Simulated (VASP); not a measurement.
# Al2Cu in VASP: notebook

The runs below take Al2Cu through single point, relaxation of cell and atoms, with PBEsol.

Program: VASP 6.6.1. These are calculated values, not measurements. Logs are shortened: lines on timing, memory, paths and dates and some standing lists are left out, and cuts for length are marked.

## (1) The cell of the first run

The typed cell holds 3 atoms: a = 4.062 Å, b = 4.062 Å, c = 4.062 Å, α = 120.00°, β = 120.00°, γ = 90.00°.

## (2) Single point, PBEsol

The input, INCAR:

```
PREC = Accurate
ENCUT = 520
EDIFF = 1E-6
ISMEAR = 0
SIGMA = 0.1
LREAL = False
LASPH = True
NELM = 80
ALGO = Fast
ISIF = 2
LWAVE = False
LCHARG = False
GGA = PS
NBANDS = 16
```

The input, KPOINTS:

```
Automatic mesh
0
Gamma
  14 14 14
```

The input, POSCAR:

```
Al2Cu
1.0
   -2.0312572578      2.0312572578      2.8723830087
    2.0312572578     -2.0312572578      2.8723830087
    2.0312572578      2.0312572578     -2.8723830087
Al Cu
2 1
Direct
    0.7500000000      0.2500000000      0.5000000000
    0.2500000000      0.7500000000      0.5000000000
    0.5000000000      0.5000000000      0.0000000000
```

Potentials or basis: VASP PAW PBE potentials, release 64 (Al, Cu).

Command:

```sh
$ cat potpaw_PBE.64/Al/POTCAR potpaw_PBE.64/Cu/POTCAR > POTCAR
$ mpirun -np 1 vasp_std > vasp.out
```

OUTCAR:

```text
PREC = Accurate
   ENCUT = 520
   EDIFF = 1E-6
   ISMEAR = 0
   LREAL = False
   LASPH = True
   NELM = 80
   ISIF = 2
   GGA = PS

 ion  position               nearest neighbor table
   1  0.750  0.250  0.500-   3 2.49   3 2.49   3 2.49   3 2.49   2 2.87   2 2.87   2 2.87   2 2.87
                             2 2.87   2 2.87
   2  0.250  0.750  0.500-   3 2.49   3 2.49   3 2.49   3 2.49   1 2.87   1 2.87   1 2.87   1 2.87
                             1 2.87   1 2.87
   3  0.500  0.500  0.000-   2 2.49   1 2.49   1 2.49   2 2.49   1 2.49   2 2.49   2 2.49   1 2.49

  LATTYP: Found a body centered tetragonal cell.
 ALAT       =     4.0625145156
 C/A-ratio  =     1.4140911978

  Lattice vectors:

 A1 = (  -2.0312572578,   2.0312572578,   2.8723830087)
 A2 = (   2.0312572578,  -2.0312572578,   2.8723830087)
 A3 = (   2.0312572578,   2.0312572578,  -2.8723830087)

Analysis of symmetry for initial positions (statically):
=====================================================================
 Subroutine PRICEL returns:
 Original cell was already a primitive cell.

 Routine SETGRP: Setting up the symmetry group for a
 body centered tetragonal supercell.

 Subroutine GETGRP returns: Found 16 space group operations
 (whereof 16 operations were pure point group operations)
 out of a pool of 16 trial point group operations.

The static configuration has the point symmetry D_4h.

Analysis of symmetry for dynamics (positions and initial velocities):
=====================================================================
 Subroutine PRICEL returns:
 Original cell was already a primitive cell.

 Routine SETGRP: Setting up the symmetry group for a
 body centered tetragonal supercell.

 Subroutine GETGRP returns: Found 16 space group operations
 (whereof 16 operations were pure point group operations)
 out of a pool of 16 trial point group operations.

The dynamic configuration has the point symmetry D_4h.

 Subroutine INISYM returns: Found 16 space group operations
 (whereof 16 operations are pure point group operations),
 and found     1 'primitive' translations

----------------------------------------------------------------------------------------

                                     Primitive cell

  volume of cell :      47.4059

  direct lattice vectors                    reciprocal lattice vectors
    -2.031257258  2.031257258  2.872383009     0.000000000  0.246152967  0.174071493
     2.031257258 -2.031257258  2.872383009     0.246152967  0.000000000  0.174071493
     2.031257258  2.031257258 -2.872383009     0.246152967  0.246152967  0.000000000

  length of vectors
     4.062338765  4.062338765  4.062338765     0.301483279  0.301483279  0.348112864

  position of ions in fractional coordinates (direct lattice)
     0.750000000  0.250000000  0.500000000
     0.250000000  0.750000000  0.500000000
     0.500000000  0.500000000  0.000000000

  ion indices of the primitive-cell ions
   primitive index   ion index
                 1           1
                 2           2
                 3           3

----------------------------------------------------------------------------------------

 KPOINTS: Automatic mesh

Automatic generation of k-mesh.
 Grid dimensions read from file:
 generate k-points for:   14   14   14

 Generating k-lattice:

  Cartesian coordinates                     Fractional coordinates (reciprocal lattice)
     0.000000000  0.017582355  0.012433678     0.071428571  0.000000000 -0.000000000
     0.017582355  0.000000000  0.012433678     0.000000000  0.071428571 -0.000000000
     0.017582355  0.017582355  0.000000000     0.000000000  0.000000000  0.071428571

  Length of vectors
     0.021534520  0.021534520  0.024865205

  Shift w.r.t. Gamma in fractional coordinates (k-lattice)
     0.000000000  0.000000000  0.000000000

 Subroutine IBZKPT returns following result:
 ===========================================

 Found    244 irreducible k-points:

 Following reciprocal coordinates:
            Coordinates               Weight
  0.000000  0.000000  0.000000      1.000000
  0.071429  0.000000  0.000000      8.000000
  0.142857  0.000000 -0.000000      8.000000
  0.214286  0.000000 -0.000000      8.000000
  0.285714  0.000000 -0.000000      8.000000
  0.357143  0.000000 -0.000000      8.000000
[... 16 lines left out ...]
  0.214286  0.142857 -0.000000     16.000000
  0.285714  0.142857 -0.000000     16.000000
 [... further k-points ...]
   k-points           NKPTS =    244   k-points in BZ     NKDIM =    244   number of bands    NBANDS=     16
   number of dos      NEDOS =    301   number of ions     NIONS =      3
   total plane-waves  NPLWV =  27000
   dimension x,y,z NGX =    30 NGY =   30 NGZ =   30
   dimension x,y,z NGXF=    60 NGYF=   60 NGZF=   60
   ions per type =               2   1
   NGX,Y,Z   is equivalent  to a cutoff of  12.28, 12.28, 12.28 a.u.
   NGXF,Y,Z  is equivalent  to a cutoff of  24.55, 24.55, 24.55 a.u.
 SYSTEM =  unknown system
   PREC   = accura    normal or accurate (medium, high low for compatibility)
   ISTART =      0    job   : 0-new  1-cont  2-samecut
   ICHARG =      2    charge: 1-file 2-atom 10-const
   ISPIN  =      1    spin polarized calculation?
   LNONCOLLINEAR =      F non collinear calculations
   LSORBIT =      F    spin-orbit coupling
   LASPH  =      T    aspherical Exc in radial PAW
   ENCUT  =  520.0 eV  38.22 Ry    6.18 a.u.   7.55  7.55  7.55*2*pi/ulx,y,z
   NELM   =     80;   NELMIN=  2; NELMDL= -5     # of ELM steps
   EDIFF  = 0.1E-05   stopping-criterion for ELM
   LREAL  =      F    real-space projection
   EDIFFG = 0.1E-04   stopping-criterion for IOM
   NSW    =      0    number of steps for IOM
   IBRION =     -1    ionic relax: 0-MD 1-quasi-New 2-CG
   NFREE  =      0    steps in history (QN), initial steepest desc. (CG)
   ISIF   =      2    stress and relaxation
   ISYM   =      2    0-nonsym 1-usesym 2-fastsym
   POTIM  = 0.5000    time-step for ionic-motion
   TEBEG  =    0.0;   TEEND  =   0.0 temperature during run
   PSTRESS=    0.0 pullay stress
   NELECT =      17.0000    total number of electrons
   NUPDOWN=      -1.0000    fix difference up-down
   EMIN   =  10.00;   EMAX   =-10.00  energy-range for DOS
   EFERMI =   0.00;   METHOD = LEGACY
   ISMEAR =     0;   SIGMA  =   0.10  broadening in eV -4-tet -1-fermi 0-gaus
   EFERMI_NEDOS =   21; number of points for ismear=-14 and -15
   IALGO  =     68    algorithm
   IMIX   =      4    mixing-type and parameters
     AMIX     =   0.40;   BMIX     =  1.00
     AMIX_MAG =   1.60;   BMIX_MAG =  1.00
  volume/ion in A,a.u.               =      15.80       106.64
  Fermi-wavevector in a.u.,A,eV,Ry     =   1.163091  2.197924 18.405702  1.352781
  Thomas-Fermi vector in A             =   2.299645
   LORBIT       =      0    0 simple, 1 ext, 2 COOP (PROOUT), +10 PAW based schemes
   GGA     = PS    functional components
   LHFCALC =     F    Hartree Fock is set to
   AEXX    =    0.0000 exact exchange contribution
   IVDW    =     0    specifies the selected vdW correction
   LEPSILON=     F    determine dielectric tensor
   LRPA    =     F    only Hartree local field effects (RPA)
 non-spin polarized calculation
 RMM-DIIS sequential band-by-band and
 Gauss-broadening in eV      SIGMA  =   0.10
  energy-cutoff  :      520.00
  volume of cell :       47.41
 maximum number of plane-waves:      1299
   NGX = 15   NGY = 15   NGZ = 15

 number of electron      16.9999998 magnetization

 Free energy of the ion-electron system (eV)
  ---------------------------------------------------
  ext. energy  EPLUGINS =         0.00000000
  ---------------------------------------------------
  free energy    TOTEN  =       -13.01424555 eV

  energy without entropy =      -13.00911160  energy(sigma->0) =      -13.01167857

 E-fermi :   7.0090     XC(G=0): -10.5942

 val. band max:        6.9935157216   @ k =  -0.2857   0.1429   0.0000
 cond. band min:       7.0297144138   @ k =   0.1429   0.0000  -0.0000
 fundamental gap:      0.0361986922
 Fermi energy:         7.0089932878

 k-point     1 :       0.0000    0.0000    0.0000
  band No.  band energies     occupation
      1      -3.2399      2.00000
      2       2.4134      2.00000
      3       2.4135      2.00000
      4       2.4135      2.00000
      5       2.9779      2.00000
      6       2.9780      2.00000
[... 8 lines left out ...]
     15      13.9759      0.00000
     16      13.9790      0.00000

 k-point     2 :       0.0714    0.0000    0.0000
  band No.  band energies     occupation
      1      -3.1712      2.00000
      2       2.3910      2.00000
      3       2.4242      2.00000
      4       2.4243      2.00000
      5       2.9750      2.00000
      6       2.9751      2.00000
[... 8 lines left out ...]
     15      13.2339      0.00000
     16      13.7924      0.00000

 k-point     3 :       0.1429    0.0000   -0.0000
  band No.  band energies     occupation
      1      -2.9660      2.00000
      2       2.3227      2.00000
      3       2.4534      2.00000
      4       2.4535      2.00000
      5       2.9690      2.00000
      6       2.9692      2.00000
[... 8 lines left out ...]
     15      12.9660      0.00000
     16      13.4880      0.00000

 k-point     4 :       0.2143    0.0000   -0.0000
  band No.  band energies     occupation
      1      -2.6268      2.00000
      2       2.1999      2.00000
      3       2.4917      2.00000
      4       2.4918      2.00000
      5       2.9672      2.00000
      6       2.9673      2.00000
[... 8 lines left out ...]
     15      12.8553      0.00000
     16      14.2490      0.00000
[... 324 lines left out ...]
 k-point    22 :       0.1429    0.1429   -0.0000
  band No.  band energies     occupation
      1      -2.5134      2.00000
      2       2.1926      2.00000
      3       2.4811      2.00000
      4       2.5234      2.00000
      5       2.9176      2.00000
      6       3.0052      2.00000
[... 8 lines left out ...]
     15      14.3988      0.00000
     16      15.6674      0.00000

 k-point    23 :       0.2143    0.1429   -0.0000
  band No.  band energies     occupation
      1      -2.0899      2.00000
      2       2.0551      2.00000
      3       2.4905      2.00000
      4       2.5730      2.00000
      5       2.9054      2.00000
      6       3.0246      2.00000
[... 8 lines left out ...]
     15      14.4315      0.00000
     16      16.7914      0.00000

 k-point    24 :       0.2857    0.1429   -0.0000
  band No.  band energies     occupation
      1      -1.5456      2.00000
      2       1.7984      2.00000
      3       2.4918      2.00000
      4       2.6099      2.00000
      5       2.9196      2.00000
      6       3.0395      2.00000
[... 8 lines left out ...]
     15      14.2225      0.00000
     16      17.6676      0.00000

 [... further k-points ...]

------------------------ aborting loop because EDIFF is reached ----------------------------------------

  FORCE on cell =-STRESS in cart. coord.  units (eV):
  Direction    XX          YY          ZZ          XY          YZ          ZX
  --------------------------------------------------------------------------------------
  -------------------------------------------------------------------------------------
  Total       -0.2326396     -0.2326396     -0.2302784      0.0000000     -0.0000000      0.0000000
  in kB       -7.8625247     -7.8625247     -7.7827222      0.0000000     -0.0000000      0.0000000
  external PRESSURE =      -7.8359239 kB  Pullay stress =       0.0000000 kB

 VOLUME and BASIS-vectors are now :
 -----------------------------------------------------------------------------
  energy-cutoff  :      520.00
  volume of cell :       47.41
      direct lattice vectors                 reciprocal lattice vectors
    -2.031257258  2.031257258  2.872383009     0.000000000  0.246152967  0.174071493
     2.031257258 -2.031257258  2.872383009     0.246152967  0.000000000  0.174071493
     2.031257258  2.031257258 -2.872383009     0.246152967  0.246152967  0.000000000

 POSITION                                       TOTAL-FORCE (eV/Angst)
 -----------------------------------------------------------------------------------
      0.00000      2.03126      1.43619         0.000000      0.000000     -0.000000
      2.03126      0.00000      1.43619         0.000000     -0.000000      0.000000
      0.00000      0.00000      2.87238        -0.000000     -0.000000     -0.000000
 -----------------------------------------------------------------------------------
    total drift:                                0.000000     -0.000000      0.000000

  FREE ENERGIE OF THE ION-ELECTRON SYSTEM (eV)
  ---------------------------------------------------
  free  energy   TOTEN  =       -13.0142455496 eV

  energy  without entropy=      -13.0091115980  energy(sigma->0) =      -13.01167857
```

It took 6.9 min on 1 thread of Intel Xeon 8259CL, shared host; peak memory 0.31 GiB.

Results:

```
Free energy            : -13.0142 eV
Pressure               : -0.8 GPa
Band gap on the k mesh : zero (an odd number of electrons rules out a gap without spin polarisation)
```

Caveat: the PAW data sets were made with another functional, which shifts forces and pressure a little.

(Part 1 of 2 ends here.)
